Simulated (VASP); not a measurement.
Runs of VASP 6.6.1 on NaH. The structure is that of space group Fm-3m (No. 225), or close to it. The cells are those of the table. 

```csv
cell,gap on the mesh (eV),pressure (GPa)
"a = 3.317 Å, angles 60.0°, 2 atoms",3.54,-0.1
"a = 3.301 Å, angles 60.0°, 2 atoms",3.57,(a)
"a = 3.325 Å, angles 59.7°, 2 atoms",3.50,-0.1
"a = 3.309, b = 3.309, c = 3.317 Å, angles 59.9, 59.9, 60.2°, 2 atoms",(b),0.0
```

Alike in all rows: task single point; level LDA; potentials or basis VASP PAW LDA potentials, release 64 (Na_pv, H); no spin polarisation; k mesh 8 × 8 × 8; cutoff (eV) 500; smearing gaussian 0.01 eV.

Fill in the values left out.

(a) 0.3; (b) 3.55.

A k mesh can miss the band edges.
